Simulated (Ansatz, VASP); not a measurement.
Mg: VASP beside Ansatz

```
Mg
1.0
    -1.96405    1.96405    1.70487
     1.96405   -1.96405    1.70487
     1.96405    1.96405   -1.70487
Mg
1
Direct
  0.00000 0.00000 0.00000
```

Alike in both runs: task single point; functional PBE; k mesh 18 × 18 × 18; occupations gaussian, width 0.15 eV; no spin polarisation.

|  | VASP | Ansatz |
| --- | --- | --- |
| version | VASP 6.6.1 | Ansatz 0.2.0 |
| potentials or method | VASP PAW PBE potentials, release 64 (Mg), cutoff 520 eV | scalar-relativistic, plane waves, PAW |
| valence electrons in the cell | 2 | 10 |

```tsv
	VASP	Ansatz	Ansatz less VASP
gap on the k mesh at the Fermi level (eV)	none	none	-
pressure (GPa)	-3.6	-3.5	+0.10
traceless stress, the component that is largest in VASP (GPa)	0.13	0.14	+0.009
```

A gap of «none» marks a metal or a gap that the smearing closes. The functional is the same, so the differences come from potentials, cutoffs and numerics. VASP's potentials hold 2 valence electrons a cell and Ansatz's 10, so a difference there can come from the potentials and not from the codes.
